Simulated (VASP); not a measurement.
SiC (Moissanite 3C): single point with LDA

Crystal: SiC (Moissanite 3C).

```xyz
2
Lattice="0.0000 2.1790 2.1790 2.1790 0.0000 2.1790 2.1790 2.1790 0.0000" Properties=species:S:1:pos:R:3 pbc="T T T"
Si    0.0000    0.0000    0.0000
C     1.0895    1.0895    1.0895
```

```yaml
Program: VASP 6.6.1
Task: single point
Functional: LDA
Potentials_or_basis: VASP PAW LDA potentials, release 64 (Si, C)
Cutoff: 520 eV
k_mesh: 6 × 6 × 6
Occupations: gaussian, width 0.01 eV
Spin: no spin polarisation
```

```
Pressure               : -4.0 GPa
Band gap on the k mesh : 1.30 eV, indirect (least direct gap 4.49 eV)
```

Levels at points of the mesh, in eV from the valence-band top:
```
           k point  band 1  band 2  band 3  band 4  band 5  band 6  band 7  band 8
(0.00, 0.00, 0.00)  -15.32    0.00    0.00    0.00    6.29    7.18    7.18    7.18
(0.50, 0.00, 0.00)  -11.70   -8.56   -1.06   -1.06    5.39    7.12    7.12    9.91
(0.50, 0.50, 0.00)  -10.22   -7.82   -3.20   -3.20    1.30    4.18   13.82   13.82
```

Run time: 2.6 s on 1 thread of Intel(R) Xeon(R) Platinum 8488C (Sapphire Rapids), with other jobs on the host, peak memory 0.11 GiB.

A k mesh can miss the band edges.
